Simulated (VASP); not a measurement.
Crystal: Y.

```
CELL_PARAMETERS angstrom
3.64740 0.00000 0.00000
-1.82370 3.15874 0.00000
0.00000 0.00000 5.73060
ATOMIC_POSITIONS crystal
Y 0.33333 0.66667 0.25000
Y 0.66667 0.33333 0.75000
```

* Program: VASP 6.6.1
* Task: relaxation of volume and atoms at fixed shape
* Functional: PBEsol
* Potentials or basis: VASP PAW PBE potentials, release 64 (Y_sv)
* Cutoff: 600 eV
* k mesh: 14 × 14 × 8
* Occupations: fermi-dirac, width 0.1 eV
* Spin: no spin polarisation

At the start: pressure -2.1 GPa; volume 33.01 Å³/atom.

How do energy, volume and symmetry change on relaxing?

Over 3 steps the energy falls by 11.8 meV/atom and the volume is 31.27 Å³/atom (-5.3 %); space group P6_3/mmc (No. 194, to 0.1 Å) before and after.

The path:
| step | energy change (eV) | largest force (eV/Å) | pressure (GPa) | volume (Å³) |
| --- | --- | --- | --- | --- |
| 1 | 0.0000 | 0.0000 | -2.09 | 66.02 |
| 2 | -0.0228 | 0.0000 | 0.38 | 61.99 |
| 3 | -0.0235 | 0.0000 | 0.01 | 62.54 |

Final structure:
```cif
data_structure
_symmetry_space_group_name_H-M 'P 1'
_symmetry_Int_Tables_number 1
_cell_length_a 3.5821
_cell_length_b 3.5821
_cell_length_c 5.6280
_cell_angle_alpha 90.000
_cell_angle_beta 90.000
_cell_angle_gamma 120.000
_cell_volume 62.54
loop_
_atom_site_label
_atom_site_type_symbol
_atom_site_fract_x
_atom_site_fract_y
_atom_site_fract_z
_atom_site_occupancy
Y1 Y 0.33333 0.66667 0.25000 1
Y2 Y 0.66667 0.33333 0.75000 1
```

Caveat: the PAW data sets were made with another functional, which shifts forces and pressure a little.
